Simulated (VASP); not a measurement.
A run of VASP 6.6.1 is set up as follows.

The input INCAR:

```
ALGO     = Normal         # electronic algorithm
EDIFF    = 1E-7           # SCF threshold, eV
ENCUT    = 520            # plane-wave cutoff, eV
ISIF     = 2              # what is computed and relaxed
ISMEAR   = 0              # smearing method
LASPH    = T              # aspherical terms in the spheres
LCHARG   = F              # write CHGCAR
LREAL    = Auto         
LWAVE    = F              # write WAVECAR
NBANDS   = 92             # bands
NELM     = 60             # most SCF steps
PREC     = Accurate       # precision mode
SIGMA    = 0.1            # smearing width, eV
```

KPOINTS

```
k-points
0
Gamma
  4 5 1
```

The input POSCAR:

```
H3W8C9
1.0
    5.7156600000      0.0000000000      0.0000000000
    0.0000000000      5.6104000000      0.0000000000
    0.0000000000      0.0000000000     16.1249220000
W C H
8 9 3
Direct
    0.0000000000      0.0000000000      0.0620158039
    0.2520779752      0.0006256238      0.2098187514
    0.0000000000      0.5000000000      0.0620158039
    0.2513924901      0.4987979467      0.2116789154
    0.5000000000      0.0000000000      0.0620158039
    0.7490095632     -0.0007924569      0.2072212814
    0.5000000000      0.5000000000      0.0620158039
    0.7563184304      0.5032954870      0.2137091268
    0.0088976601      0.2524884144      0.1599455799
    0.4784073930      0.2467613717      0.2783723853
   -0.0057832341      0.7496581349      0.1521625965
    0.0481260257      0.7578074647      0.2818942008
    0.5146954158      0.2506143947      0.1513351196
    0.7063728423      0.2447381648      0.3097345835
    0.4947421645      0.7476024882      0.1596885244
    0.8446004486      0.8053937331      0.3283642550
    0.8099977955      0.0584430700      0.3673112341
    0.7578263928     -0.3415104092      0.3624103732
    0.9842515125      0.1176589904      0.3882725138
    0.6970397119      0.0383562669      0.4222446471
```

Potentials or basis: VASP PAW LDA potentials, release 64 (W_sv, C, H).

Command:

```console
$ cat potpaw_LDA.64/W_sv/POTCAR potpaw_LDA.64/C/POTCAR potpaw_LDA.64/H/POTCAR > POTCAR
$ mpirun -np 1 vasp_std > vasp.out
```

Predict the band gap on the k mesh.

zero (an odd number of electrons rules out a gap without spin polarisation).

Estimate the largest force.

0.662 eV/Å.

Forces in eV/Å, atoms in the order of the input:
```
W    0.003  0.423 -0.183
W   -0.008 -0.005  0.074
W   -0.015 -0.459  0.133
W    0.001  0.006  0.080
W   -0.022 -0.518 -0.411
W   -0.004 -0.026  0.042
W    0.013  0.553 -0.128
W   -0.005  0.030  0.053
C    0.000 -0.003 -0.003
C   -0.037  0.001  0.039
C    0.005 -0.005  0.033
C    0.041 -0.022  0.006
C   -0.008  0.004  0.034
C    0.040  0.037  0.104
C    0.014 -0.007  0.006
C    0.001  0.001  0.046
C   -0.011  0.010 -0.007
H   -0.030 -0.037  0.018
H    0.052  0.013  0.020
H   -0.033  0.002  0.044
```

Caveat: there is no dipole correction, which matters where the two faces differ; spin-orbit coupling is left out, which moves the levels of the heavy elements.
